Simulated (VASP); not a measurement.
Wanted: the native input for a VASP 6.6.1 run.

```
Task                   : single point
Functional             : PBE
Potentials or basis    : VASP PAW PBE potentials, release 64 (W_sv, O)
Cutoff                 : 520 eV
k mesh                 : 10 × 10 × 10
Occupations            : gaussian, width 0.1 eV
Spin                   : no spin polarisation
Dipole correction      : no
Further INCAR settings : ALGO = Normal; EDIFF = 1e-06; NBANDS = 42
```

The structure of W3O4 lies in POSCAR:

```
W3O4
1.0
    4.2840644554      0.0000000000      0.0000000000
    0.0000000000      4.2840644554      0.0000000000
    0.0000000000      0.0000000000      4.2840644554
W O
3 4
Direct
    0.5000000000      0.5000000000      0.0000000000
    0.0000000000      0.5000000000      0.5000000000
    0.5000000000      0.0000000000      0.5000000000
    0.5000000000      0.5000000000      0.5000000000
    0.5000000000      0.0000000000      0.0000000000
    0.0000000000      0.5000000000      0.0000000000
    0.0000000000      0.0000000000      0.5000000000
```

The cell was built from a structure type or drawn by symmetry, and may not be a known phase.

These files were run (other wordings do the same):

INCAR

```
  ALGO = Normal
  EDIFF = 1E-6
  ENCUT = 520
  GGA = PE
  ISIF = 2
  ISMEAR = 0
  LASPH = True
  LCHARG = False
  LREAL = False
  LWAVE = False
  NBANDS = 42
  NELM = 60
  PREC = Accurate
  SIGMA = 0.1
```

KPOINTS

```
k-points
0
Gamma
  10 10 10
```

Potentials or basis: VASP PAW PBE potentials, release 64 (W_sv, O).

Launch:

```console
$ cat potpaw_PBE.64/W_sv/POTCAR potpaw_PBE.64/O/POTCAR > POTCAR
$ mpirun -np 1 vasp_std > vasp.out
```

Results of the run:

| Item | Value |
| --- | --- |
| Pressure | 1.6 GPa |
| Band gap on the k mesh | zero (bands 33 and 34 overlap by 1.62 eV) |

Caveat: spin-orbit coupling is left out, which moves the levels of the heavy elements.

Wall time 2.7 min on 1 thread of Intel(R) Xeon(R) Platinum 8259CL CPU @ 2.50GHz (Skylake/Cascade Lake), on a shared host, peak memory 0.27 GiB.
